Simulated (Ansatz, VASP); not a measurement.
**Se in VASP and in Ansatz**

```
Se
1.0
     2.86109    1.65185    4.52145
    -2.86109    1.65185    4.52145
     0.00000   -3.30371    4.52145
Se
8
Cartesian
  0.0000 0.0000 6.7822
  0.0000 0.0000 0.0000
  0.6943 1.2025 3.3911
  -1.3885 0.0000 3.3911
  0.6943 -1.2025 3.3911
  -0.6943 -1.2025 10.1733
  1.3885 0.0000 10.1733
  -0.6943 1.2025 10.1733
```

Alike in both runs: task relaxation of cell and atoms; functional PBE; k mesh 6 × 6 × 6; occupations gaussian, width 0.1 eV; no spin polarisation.

|  | VASP | Ansatz |
| --- | --- | --- |
| version | VASP 6.6.1 | Ansatz 0.2.0 |
| potentials or method | VASP PAW PBE potentials, release 64 (Se), cutoff 600 eV | scalar-relativistic, plane waves, PAW |
| valence electrons in the cell | 48 | 128 |

```tsv
	VASP	Ansatz	Ansatz less VASP
gap on the k mesh at the Fermi level, each at its own relaxed structure (eV)	none	none	-
relaxed volume (Å³/atom)	26.23	26.02	-0.214
relaxed cell length with the largest relative difference (Å)	7.481	7.314	-0.1667
```

A gap of «none» marks a metal or a gap that the smearing closes. VASP's potentials hold 48 valence electrons a cell and Ansatz's 128, so a difference there can come from the potentials and not from the codes.

Noted on VASP's run: the volume moved by over 15 % at a fixed basis, so the end points are rough.
